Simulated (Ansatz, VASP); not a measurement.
## One calculation of NaTa3O3, two programs

File INCAR:

```
SYSTEM = NaTa3O3
PREC = Accurate ; ENCUT = 520
EDIFF = 1E-6 ; ISMEAR = 0
SIGMA = 0.1 ; LREAL = .False.
LASPH = .True. ; NELM = 150
ALGO = Normal ; ISIF = 2
LWAVE = .False. ; LCHARG = .False.
ISPIN = 2 ; MAGMOM = 0 1 1 1 0 0 0
LORBIT = 11 ; LMAXMIX = 4
GGA = PE ; NBANDS = 42
```

File KPOINTS:

```
regular mesh
0
Gamma
  6 6 6
  0 0 0
```

File POSCAR:

```
NaTa3O3
1.0
   -2.1935227032      2.1935227032      4.4535587025
    2.1935227032     -2.1935227032      4.4535587025
    2.1935227032      2.1935227032     -4.4535587025
Na Ta O
1 3 3
Direct
    0.9854839608      0.9854839608      0.0000000000
    0.5417481234      0.5417481234      0.0000000000
    0.2381828193      0.7381828193      0.5000000000
    0.7381828193      0.2381828193      0.5000000000
    0.9817364615      0.4817364615      0.5000000000
    0.4817364615      0.9817364615      0.5000000000
    0.2829293542      0.2829293542      0.0000000000
```

Input for Ansatz:

```yaml
crystal:
  lattice:
    - [-2.1935227032, 2.1935227032, 4.4535587025]
    - [2.1935227032, -2.1935227032, 4.4535587025]
    - [2.1935227032, 2.1935227032, -4.4535587025]
  atoms:
    - { symbol: Na, position: [0.9854839608, 0.9854839608, 0.0] }
    - { symbol: Ta, position: [0.5417481234, 0.5417481234, 0.0], spin: 1.0 }
    - { symbol: Ta, position: [0.2381828193, 0.7381828193, 0.5], spin: 1.0 }
    - { symbol: Ta, position: [0.7381828193, 0.2381828193, 0.5], spin: 1.0 }
    - { symbol: O, position: [0.9817364615, 0.4817364615, 0.5] }
    - { symbol: O, position: [0.4817364615, 0.9817364615, 0.5] }
    - { symbol: O, position: [0.2829293542, 0.2829293542, 0.0] }
basis:
  ecutwfc: 420
kpoints:
  mp_grid: { grid: [6, 6, 6] }
hamiltonian:
  xc: pbe
scf:
  occupations: { method: gaussian, width: 0.1 }
  lower_state_search: "off"
output:
  forces: true
  stress: true
  eigenvalues: true
  populations: true
magnetization:
  spin_polarized: true
```

Alike in both runs: task single point; functional PBE; k mesh 6 × 6 × 6; occupations gaussian, width 0.1 eV; collinear spin.

```csv
,VASP,Ansatz
version,VASP 6.6.1,Ansatz 0.2.0
potentials or method,"VASP PAW PBE potentials, release 64 (Na_pv, Ta_pv, O), cutoff 520 eV","scalar-relativistic, plane waves, PAW"
valence electrons in the cell,58,66
```

|  | VASP | Ansatz | Ansatz less VASP |
| --- | --- | --- | --- |
| gap on the k mesh at the Fermi level (eV) | none | none | - |
| pressure (GPa) | 0.0 | -0.4 | -0.35 |
| rms of the force components (eV/Å) | 0.021 | 0.016 | -0.0057 |
| net moment per atom (μB) | 0.00 | 0.00 | 0.000 |

Atom by atom the forces differ by 0.009 eV/Å (rms over components). A gap of «none» marks a metal or a gap that the smearing closes. The functional is the same, so the differences come from potentials, cutoffs and numerics. VASP's potentials hold 58 valence electrons a cell and Ansatz's 66, so a difference there can come from the potentials and not from the codes. Ansatz's warnings: seeded moment not kept.

Neither program's run includes spin-orbit coupling.
